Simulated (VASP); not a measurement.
Runs of VASP 6.6.1 on CdF2. The structure is that of space group I4/mmm (No. 139), or close to it. The cells are those of the table. 

| cell | gap on the mesh (eV) | pressure (GPa) |
| --- | --- | --- |
| a = 3.844, b = 3.844, c = 3.945 Å, angles 59.1, 59.1, 61.7°, 3 atoms | 2.79 | 0.6 |
| a = 3.830, b = 3.830, c = 3.980 Å, angles 58.7, 58.7, 62.6°, 3 atoms | 2.67 | 0.5 |
| a = 4.069, b = 4.069, c = 3.903 Å, angles 61.3, 61.3, 57.3°, 3 atoms | (b) | -7.2 |
| a = 3.962, b = 3.962, c = 4.117 Å, angles 58.7, 58.7, 62.6°, 3 atoms | 2.31 | -7.1 |
| a = 3.976, b = 3.976, c = 4.080 Å, angles 59.1, 59.1, 61.7°, 3 atoms | 2.43 | -7.1 |
| a = 3.774, b = 3.774, c = 3.873 Å, angles 59.1, 59.1, 61.7°, 3 atoms | 2.99 | 6.6 |
| a = 4.003, b = 4.003, c = 3.839 Å, angles 61.3, 61.3, 57.3°, 3 atoms | (c) | -3.9 |
| a = 4.039, b = 4.039, c = 4.145 Å, angles 59.1, 59.1, 61.7°, 3 atoms | 2.26 | -9.5 |
| a = 4.024, b = 4.024, c = 4.182 Å, angles 58.7, 58.7, 62.6°, 3 atoms | (d) | -9.5 |
| a = 3.934, b = 3.934, c = 3.773 Å, angles 61.3, 61.3, 57.3°, 3 atoms | 2.72 | 0.5 |
| a = 3.897, b = 3.897, c = 4.050 Å, angles 58.7, 58.7, 62.6°, 3 atoms | 2.48 | -3.9 |
| a = 3.911, b = 3.911, c = 4.014 Å, angles 59.1, 59.1, 61.7°, 3 atoms | (a) | -3.9 |

Alike in all rows: task single point; level PBE; potentials or basis VASP PAW PBE potentials, release 64 (Cd, F); no spin polarisation; k mesh 8 × 8 × 8; cutoff (eV) 520; smearing gaussian 0.05 eV.

**Question.** Fill in the values left out.

**Answer.** (a) 2.60; (b) 2.37; (c) 2.54; (d) 2.15.

A k mesh can miss the band edges, and the runs leave out spin-orbit coupling on Cd.
